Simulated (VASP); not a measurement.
Wanted: the native input for a VASP 6.6.1 run.

```
Task                   : single point
Functional             : r2SCAN
Potentials or basis    : VASP PAW PBE potentials, release 64 (B, N)
Cutoff                 : 520 eV
k mesh                 : 12 × 12 × 12
Occupations            : gaussian, width 0.05 eV
Spin                   : no spin polarisation
Dipole correction      : no
Further INCAR settings : ALGO = Normal; EDIFF = 1e-06; NBANDS = 11
```

The system is BN.

```
CELL_PARAMETERS angstrom
0.00000 1.84020 1.81300
1.84020 0.00000 1.81300
1.84020 1.84020 0.00000
ATOMIC_POSITIONS crystal
B 0.00000 0.00000 0.00000
N 0.75000 0.75000 0.75000
```

This cell differs from its parent crystal: strain +0.015 along x and y, +0.000 along z.

One way to write it, as run:

POSCAR

```
BN
1.0
    0.0000000000      1.8401960150      1.8130010000
    1.8401960150      0.0000000000      1.8130010000
    1.8401960150      1.8401960150      0.0000000000
B N
1 1
Direct
    0.0000000000      0.0000000000      0.0000000000
    0.7500000000      0.7500000000      0.7500000000
```

INCAR.step1

```
SYSTEM = BN
PREC = Accurate
ENCUT = 520
ISMEAR = 0
SIGMA = 0.05
LREAL = .FALSE.
LASPH = .TRUE.
NELM = 80
NBANDS = 11
GGA = PE
ALGO = Normal
EDIFF = 1E-4
LWAVE = .TRUE.
LCHARG = .FALSE.
```

INCAR.step2

```
SYSTEM = BN
PREC = Accurate
ENCUT = 520
EDIFF = 1E-6
ISMEAR = 0
SIGMA = 0.05
LREAL = .FALSE.
LASPH = .TRUE.
NELM = 80
ALGO = Normal
ISIF = 2
LWAVE = .FALSE.
LCHARG = .FALSE.
METAGGA = R2SCAN
LMIXTAU = .TRUE.
NBANDS = 11
ISTART = 1
```

KPOINTS

```
Automatic mesh
0
G
  12 12 12
  0 0 0
```

Potentials or basis: VASP PAW PBE potentials, release 64 (B, N).

Launch:

```sh
$ cat potpaw_PBE.64/B/POTCAR potpaw_PBE.64/N/POTCAR > POTCAR
$ cp INCAR.step1 INCAR
$ mpirun -np 1 vasp_std > vasp.out
$ cp INCAR.step2 INCAR
$ mpirun -np 1 vasp_std > vasp.out
```

Results of the run:

```
Pressure               : -14.7 GPa
Band gap on the k mesh : 4.67 eV, indirect (least direct gap 9.17 eV)
```

Caveat: the cell differs from its parent crystal (strain +0.015 along x and y, +0.000 along z); the PAW data sets were made with another functional, which shifts forces and pressure a little.

It took 110 s on 1 thread of Intel Xeon 8259CL, on a shared host, peak memory 0.14 GiB.
